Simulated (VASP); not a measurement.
# Ga (P2_1/m) in VASP: settings compared

Aim: see how the results for Ga move with the level of theory and the settings. Levels: RPBE, BLYP. Tasks: single point.

All numbers are computed with VASP 6.6.1; they aren't measurements. Logs are shortened: lines on timing, memory, paths and dates and some standing lists are left out, and cuts for length are marked.

## Step 1: The cell of the first run

Symmetry: P2_1/m, No. 11, monoclinic system. The conventional cell has a = 2.889 Å, b = 3.305 Å, c = 4.400 Å, α = 90.00°, β = 108.25°, γ = 90.00°. Within 3.7 Å of Ga (site symmetry m) lie 10 Ga at 2.79 to 3.31 Å.

## Step 2: Single point, RPBE

File INCAR:

```
PREC = Accurate
ENCUT = 520
EDIFF = 1E-6
ISMEAR = -1
SIGMA = 0.05
LREAL = False
LASPH = True
NELM = 100
ALGO = Fast
ISIF = 2
LWAVE = False
LCHARG = True
GGA = RP
LELF = True
LVHAR = True
NBANDS = 20
```

File KPOINTS:

```
regular mesh
0
Gamma
  10 8 7
```

File POSCAR:

```
Ga
1.0
    2.8886408210      0.0000000000     -0.0394889424
    0.0000000000      3.3054414320      0.0000000000
   -1.4534370429      0.0000000000      4.1992280101
Ga
2
Direct
    0.1234106800      0.7500000000      0.7683283553
    0.8765893200      0.2500000000      0.2316716447
```

Potentials or basis: VASP PAW PBE potentials, release 64 (Ga_d).

Launch:

```bash
> cat potpaw_PBE.64/Ga_d/POTCAR > POTCAR
> mpirun -np 1 vasp_std > vasp.out
```

OUTCAR:

```text
PREC = Accurate
   ENCUT = 520
   EDIFF = 1E-6
   ISMEAR = -1
   LREAL = False
   LASPH = True
   NELM = 100
   ISIF = 2
   GGA = RP

 ion  position               nearest neighbor table
   1  0.123  0.750  0.768-   2 2.79   2 2.79   2 2.91   2 2.91
   2  0.877  0.250  0.232-   1 2.79   1 2.79   1 2.91   1 2.91

  LATTYP: Found a simple monoclinic cell.
 ALAT       =     2.8889107237
 B/A-ratio  =     1.1441826170
 C/A-ratio  =     1.5231928132
 COS(beta)  =    -0.3132032580

  Lattice vectors:

 A1 = (   2.8886408210,   0.0000000000,  -0.0394889424)
 A2 = (   0.0000000000,  -3.3054414320,   0.0000000000)
 A3 = (  -1.4352037781,   0.0000000000,  -4.1597390677)

Analysis of symmetry for initial positions (statically):
=====================================================================
 Subroutine PRICEL returns:
 Original cell was already a primitive cell.

 Routine SETGRP: Setting up the symmetry group for a
 simple monoclinic supercell.

 Subroutine GETGRP returns: Found  4 space group operations
 (whereof  2 operations were pure point group operations)
 out of a pool of  4 trial point group operations.

The static configuration has the point symmetry S_2 .
 The point group associated with its full space group is C_2h.

Analysis of symmetry for dynamics (positions and initial velocities):
=====================================================================
 Subroutine PRICEL returns:
 Original cell was already a primitive cell.

 Routine SETGRP: Setting up the symmetry group for a
 simple monoclinic supercell.

 Subroutine GETGRP returns: Found  4 space group operations
 (whereof  2 operations were pure point group operations)
 out of a pool of  4 trial point group operations.

The dynamic configuration has the point symmetry S_2 .
 The point group associated with its full space group is C_2h.

 Subroutine INISYM returns: Found  4 space group operations
 (whereof  2 operations are pure point group operations),
 and found     1 'primitive' translations

----------------------------------------------------------------------------------------

                                     Primitive cell

  volume of cell :      39.9055

  direct lattice vectors                    reciprocal lattice vectors
     2.888640821  0.000000000 -0.039488942     0.347829365  0.000000000  0.120390720
     0.000000000  3.305441432  0.000000000     0.000000000  0.302531453  0.000000000
    -1.453437043  0.000000000  4.199228010     0.003270938  0.000000000  0.239271147

  length of vectors
     2.888910724  3.305441432  4.443646601     0.368074982  0.302531453  0.239293503

  position of ions in fractional coordinates (direct lattice)
     0.123410680  0.750000000  0.768328355
     0.876589320  0.250000000  0.231671645

  ion indices of the primitive-cell ions
   primitive index   ion index
                 1           1
                 2           2

----------------------------------------------------------------------------------------

 KPOINTS: regular mesh

Automatic generation of k-mesh.
 Grid dimensions read from file:
 generate k-points for:   10    8    7

 Generating k-lattice:

  Cartesian coordinates                     Fractional coordinates (reciprocal lattice)
     0.034782936  0.000000000  0.012039072     0.100000000  0.000000000  0.000000000
     0.000000000  0.037816432  0.000000000     0.000000000  0.125000000  0.000000000
     0.000467277  0.000000000  0.034181592     0.000000000  0.000000000  0.142857143

  Length of vectors
     0.036807498  0.037816432  0.034184786

  Shift w.r.t. Gamma in fractional coordinates (k-lattice)
     0.000000000  0.000000000  0.000000000

 Subroutine IBZKPT returns following result:
 ===========================================

 Found    180 irreducible k-points:

 Following reciprocal coordinates:
            Coordinates               Weight
  0.000000  0.000000  0.000000      1.000000
  0.100000  0.000000  0.000000      2.000000
  0.200000  0.000000  0.000000      2.000000
  0.300000  0.000000  0.000000      2.000000
  0.400000  0.000000  0.000000      2.000000
  0.500000  0.000000  0.000000      1.000000
[... 16 lines left out ...]
  0.400000  0.375000  0.000000      4.000000
  0.500000  0.375000  0.000000      2.000000
 [... further k-points ...]
   k-points           NKPTS =    180   k-points in BZ     NKDIM =    180   number of bands    NBANDS=     20
   number of dos      NEDOS =    301   number of ions     NIONS =      2
   total plane-waves  NPLWV =  24192
   dimension x,y,z NGX =    24 NGY =   28 NGZ =   36
   dimension x,y,z NGXF=    48 NGYF=   56 NGZF=   72
   ions per type =               2
   NGX,Y,Z   is equivalent  to a cutoff of  13.81, 14.08, 13.47 a.u.
   NGXF,Y,Z  is equivalent  to a cutoff of  27.62, 28.16, 26.94 a.u.
 SYSTEM =  unknown system
   PREC   = accura    normal or accurate (medium, high low for compatibility)
   ISTART =      0    job   : 0-new  1-cont  2-samecut
   ICHARG =      2    charge: 1-file 2-atom 10-const
   ISPIN  =      1    spin polarized calculation?
   LNONCOLLINEAR =      F non collinear calculations
   LSORBIT =      F    spin-orbit coupling
   LASPH  =      T    aspherical Exc in radial PAW
   ENCUT  =  520.0 eV  38.22 Ry    6.18 a.u.   5.37  6.15  8.26*2*pi/ulx,y,z
   NELM   =    100;   NELMIN=  2; NELMDL= -5     # of ELM steps
   EDIFF  = 0.1E-05   stopping-criterion for ELM
   LREAL  =      F    real-space projection
   EDIFFG = 0.1E-04   stopping-criterion for IOM
   NSW    =      0    number of steps for IOM
   IBRION =     -1    ionic relax: 0-MD 1-quasi-New 2-CG
   NFREE  =      0    steps in history (QN), initial steepest desc. (CG)
   ISIF   =      2    stress and relaxation
   ISYM   =      2    0-nonsym 1-usesym 2-fastsym
   POTIM  = 0.5000    time-step for ionic-motion
   TEBEG  =    0.0;   TEEND  =   0.0 temperature during run
   PSTRESS=    0.0 pullay stress
   NELECT =      26.0000    total number of electrons
   NUPDOWN=      -1.0000    fix difference up-down
   EMIN   =  10.00;   EMAX   =-10.00  energy-range for DOS
   EFERMI =   0.00;   METHOD = LEGACY
   ISMEAR =    -1;   SIGMA  =   0.05  broadening in eV -4-tet -1-fermi 0-gaus
   EFERMI_NEDOS =   21; number of points for ismear=-14 and -15
   IALGO  =     68    algorithm
   IMIX   =      4    mixing-type and parameters
     AMIX     =   0.40;   BMIX     =  1.00
     AMIX_MAG =   1.60;   BMIX_MAG =  1.00
  volume/ion in A,a.u.               =      19.95       134.65
  Fermi-wavevector in a.u.,A,eV,Ry     =   1.419237  2.681970 27.405329  2.014235
  Thomas-Fermi vector in A             =   2.540279
   LORBIT       =      0    0 simple, 1 ext, 2 COOP (PROOUT), +10 PAW based schemes
   GGA     = RP    functional components
   LHFCALC =     F    Hartree Fock is set to
   AEXX    =    0.0000 exact exchange contribution
   IVDW    =     0    specifies the selected vdW correction
   LEPSILON=     F    determine dielectric tensor
   LRPA    =     F    only Hartree local field effects (RPA)
 non-spin polarized calculation
 RMM-DIIS sequential band-by-band and
  energy-cutoff  :      520.00
  volume of cell :       39.91
 maximum number of plane-waves:      1090
 NGX is ok and might be reduce to    24
   NGX = 11   NGY = 13   NGZ = 17

 number of electron      26.0000017 magnetization

 Free energy of the ion-electron system (eV)
  ---------------------------------------------------
  ext. energy  EPLUGINS =         0.00000000
  ---------------------------------------------------
  free energy    TOTEN  =        -5.09146989 eV

  energy without entropy =       -5.08748398  energy(sigma->0) =       -5.08947693

 E-fermi :   5.0904     XC(G=0): -10.5652

 val. band max:        5.0750994908   @ k =   0.5000   0.2500   0.0000
 cond. band min:       5.1833543595   @ k =   0.4000   0.5000   0.0000
 fundamental gap:      0.1082548687
 Fermi energy:         5.0903971712

 k-point     1 :       0.0000    0.0000    0.0000
  band No.  band energies     occupation
      1      -9.9422      2.00000
      2      -9.9285      2.00000
      3      -9.8862      2.00000
      4      -9.8777      2.00000
      5      -9.6880      2.00000
      6      -9.6825      2.00000
[... 12 lines left out ...]
     19      15.5489      0.00000
     20      17.3054      0.00000

 k-point     2 :       0.1000    0.0000    0.0000
  band No.  band energies     occupation
      1      -9.9305      2.00000
      2      -9.9232      2.00000
      3      -9.8756      2.00000
      4      -9.8463      2.00000
      5      -9.6969      2.00000
      6      -9.6952      2.00000
[... 12 lines left out ...]
     19      16.2226      0.00000
     20      18.8147      0.00000

 k-point     3 :       0.2000    0.0000    0.0000
  band No.  band energies     occupation
      1      -9.9103      2.00000
      2      -9.9043      2.00000
      3      -9.8401      2.00000
      4      -9.7856      2.00000
      5      -9.7294      2.00000
      6      -9.7134      2.00000
[... 12 lines left out ...]
     19      16.3719      0.00000
     20      20.1000      0.00000

 k-point     4 :       0.3000    0.0000    0.0000
  band No.  band energies     occupation
      1      -9.8967      2.00000
      2      -9.8779      2.00000
      3      -9.8101      2.00000
      4      -9.7949      2.00000
      5      -9.7731      2.00000
      6      -9.6841      2.00000
[... 12 lines left out ...]
     19      16.4658      0.00000
     20      18.6583      0.00000

 k-point     5 :       0.4000    0.0000    0.0000
  band No.  band energies     occupation
      1      -9.8881      2.00000
      2      -9.8723      2.00000
      3      -9.8139      2.00000
      4      -9.8104      2.00000
      5      -9.8028      2.00000
      6      -9.6886      2.00000
[... 12 lines left out ...]
     19      15.5161      0.00000
     20      17.1890      0.00000
[... 353 lines left out ...]
      6      -9.7307      2.00000
[... 12 lines left out ...]
     19      14.5645      0.00000
     20      15.8913      0.00000

 k-point    22 :       0.3000    0.3750    0.0000
  band No.  band energies     occupation
      1      -9.9113      2.00000
      2      -9.8651      2.00000
      3      -9.8280      2.00000
      4      -9.7754      2.00000
      5      -9.7287      2.00000
      6      -9.7154      2.00000
[... 12 lines left out ...]
     19      12.7053      0.00000
     20      14.8314      0.00000

 k-point    23 :       0.4000    0.3750    0.0000
  band No.  band energies     occupation
      1      -9.9216      2.00000
      2      -9.8647      2.00000
      3      -9.8577      2.00000
      4      -9.8082      2.00000
      5      -9.7269      2.00000
      6      -9.6928      2.00000
[... 12 lines left out ...]
     19      13.2647      0.00000
     20      16.0844      0.00000

 k-point    24 :       0.5000    0.3750    0.0000
  band No.  band energies     occupation
      1      -9.9255      2.00000
      2      -9.8768      2.00000
      3      -9.8454      2.00000
      4      -9.8361      2.00000
      5      -9.7296      2.00000
      6      -9.6814      2.00000
[... 12 lines left out ...]
     19      15.1126      0.00000
     20      15.8235      0.00000

 [... further k-points ...]
[... 5 lines left out ...]
  --------------------------------------------------------------------------------------
  -------------------------------------------------------------------------------------
  Total        0.0574801      0.0633573      0.0678885      0.0000000      0.0000000      0.0020582
  in kB        2.3077859      2.5437506      2.7256765      0.0000000      0.0000000      0.0826354
  external PRESSURE =       2.5257377 kB  Pullay stress =       0.0000000 kB

 VOLUME and BASIS-vectors are now :
 -----------------------------------------------------------------------------
  energy-cutoff  :      520.00
  volume of cell :       39.91
      direct lattice vectors                 reciprocal lattice vectors
     2.888640821  0.000000000 -0.039488942     0.347829365  0.000000000  0.120390720
     0.000000000  3.305441432  0.000000000     0.000000000  0.302531453  0.000000000
    -1.453437043  0.000000000  4.199228010     0.003270938  0.000000000  0.239271147

 POSITION                                       TOTAL-FORCE (eV/Angst)
 -----------------------------------------------------------------------------------
     -0.76023      2.47908      3.22151        -0.003320      0.000000      0.003341
      2.19543      0.82636      0.93823         0.003320      0.000000     -0.003341
 -----------------------------------------------------------------------------------
    total drift:                                0.000000     -0.000000      0.000000

  FREE ENERGIE OF THE ION-ELECTRON SYSTEM (eV)
  ---------------------------------------------------
  free  energy   TOTEN  =        -5.0914698888 eV

  energy  without entropy=       -5.0874839767  energy(sigma->0) =       -5.08947693
```

Wall time 80 s (1 thread of AMD EPYC 9R45 (Zen 5), shared host); peak memory 0.21 GiB.

What came out:

* Free energy: -5.0915 eV
* Pressure: 0.3 GPa
* Largest force: 0.005 eV/Å
* Band gap on the k mesh: zero (band 13 reaches 9.51 eV, above the bottom of band 14 at 1.41 eV)

Forces in eV/Å, atoms in the order of the input:
```
Ga  -0.003  0.000  0.003
Ga   0.003  0.000 -0.003
```

Caveat: the PAW data sets were made with another functional, which shifts forces and pressure a little.

## Step 3: Single point, BLYP

This run uses another cell than the first one, of 21.69 Å³/atom, 1.087 times its volume.

File INCAR:

```
PREC = Accurate ; ENCUT = 520
EDIFF = 1E-6 ; ISMEAR = -1
SIGMA = 0.05 ; LREAL = False
LASPH = True ; NELM = 100
ALGO = Fast ; ISIF = 2
LWAVE = False ; LCHARG = False
GGA = B5 ; ALDAX = 1.0
AGGAX = 1.0 ; AGGAC = 1.0
ALDAC = 0.0 ; NBANDS = 20
```

File KPOINTS:

```
Automatic mesh
0
Gamma
  10 8 7
```

File POSCAR:

```
Ga
1.0
    2.9826911036      0.0000000000     -0.0307444497
    0.0000000000      3.4348298082      0.0000000000
   -1.4863539854      0.0000000000      4.2491063501
Ga
2
Direct
    0.1246905346      0.7500000000      0.7678213907
    0.8753094654      0.2500000000      0.2321786093
```

Potentials or basis: VASP PAW PBE potentials, release 64 (Ga_d).

Launch:

```bash
> cat potpaw_PBE.64/Ga_d/POTCAR > POTCAR
> mpirun -np 1 vasp_std > vasp.out
```

Run time: 86 s. Hardware: 1 thread of AMD EPYC 9R45 (Zen 5), shared host; peak memory 0.22 GiB.

The run converged. Its results:

```yaml
Free_energy: -4.3127 eV
Pressure: -0.1 GPa
Band_gap_on_the_k_mesh: zero (band 13 reaches 8.73 eV, above the bottom of band 14 at 1.50 eV)
```

Forces in eV/Å, atoms in the order of the input:
```
Ga   0.001  0.000  0.002
Ga  -0.001  0.000 -0.002
```

Levels at points of the mesh, in eV from the Fermi level:
| k point | band 9 | band 10 | band 11 | band 12 | band 13 | band 14 | band 15 | band 16 | band 17 | band 18 |
| --- | --- | --- | --- | --- | --- | --- | --- | --- | --- | --- |
| (0.00, 0.00, 0.00) | -14.74 | -14.64 | -10.07 | -2.03 | -1.55 | 2.02 | 5.97 | 7.60 | 8.53 | 9.30 |
| (0.50, 0.00, 0.00) | -14.68 | -14.67 | -6.05 | -4.49 | -1.20 | -0.39 | 5.39 | 5.64 | 7.89 | 8.12 |
| (0.00, 0.50, 0.00) | -14.70 | -14.70 | -6.94 | -6.94 | 1.79 | 1.79 | 2.36 | 2.36 | 9.41 | 9.41 |
| (0.50, 0.50, 0.00) | -14.68 | -14.68 | -3.12 | -3.12 | -1.26 | -1.26 | 1.88 | 1.88 | 4.14 | 4.14 |

Caveat: the PAW data sets were made with another functional, which shifts forces and pressure a little.
